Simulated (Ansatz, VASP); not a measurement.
# EuS: VASP beside Ansatz

Contents of INCAR:

```
SYSTEM = EuS
ALGO = Normal
EDIFF = 1E-6
ENCUT = 600
GGA = PE
GGA_COMPAT = .False.
ISIF = 2
ISMEAR = 0
ISPIN = 2
LASPH = .True.
LCHARG = .False.
LMAXMIX = 6
LORBIT = 11
LREAL = .False.
LWAVE = .False.
MAGMOM = 7 0
NBANDS = 22
NELM = 200
PREC = Accurate
SIGMA = 0.05
```

Contents of KPOINTS:

```
k-points
0
Gamma
  4 4 4
  0 0 0
```

POSCAR

```
EuS
1.0
    0.0000000000      2.9785018670      2.9785018670
    2.9785018670      0.0000000000      2.9785018670
    2.9785018670      2.9785018670      0.0000000000
Eu S
1 1
Direct
    0.5000000000      0.5000000000      0.5000000000
    0.0000000000      0.0000000000      0.0000000000
```

Input for Ansatz:

```yaml
crystal:
  lattice:
    - [0.0, 2.978501867, 2.978501867]
    - [2.978501867, 0.0, 2.978501867]
    - [2.978501867, 2.978501867, 0.0]
  atoms:
    - { symbol: Eu, position: [0.5, 0.5, 0.5], spin: 7.0 }
    - { symbol: S, position: [0.0, 0.0, 0.0] }
basis:
  ecutwfc: 420
  ecutrho_ratio: 4
kpoints:
  mp_grid: { grid: [4, 4, 4] }
hamiltonian:
  xc: pbe
scf:
  occupations: { method: gaussian, width: 0.05 }
output:
  forces: true
  stress: true
  eigenvalues: true
  populations: true
  hubbard: { sites: [{ species: Eu, l: f }] }
  write_density: true
  write_potential: true
  elf: true
  volumetric_format: npy
magnetization:
  spin_polarized: true
```

Alike in both runs: task single point; functional PBE; k mesh 4 × 4 × 4; occupations gaussian, width 0.05 eV; collinear spin.

```csv
,VASP,Ansatz
version,VASP 6.6.1,Ansatz 0.2.0
potentials or method,"VASP PAW PBE potentials, release 64 (Eu, S), cutoff 600 eV","scalar-relativistic, plane waves, PAW"
valence electrons in the cell,23,23
```

```tsv
	VASP	Ansatz	Ansatz less VASP
gap on the k mesh at the Fermi level (eV)	none	none	-
pressure (GPa)	-2.9	-2.7	+0.24
net moment per atom (μB)	3.45	3.46	+0.002
size of the moment on the site where the two differ most (μB)	6.56	6.73	+0.171
```

Site moments also hang on the region over which each program counts them. A gap of «none» marks a metal or a gap that the smearing closes. The functional is the same, so the differences come from potentials, cutoffs and numerics.

The k mesh is coarse, so the values compare programs but aren't converged. Spin-orbit coupling is off throughout.
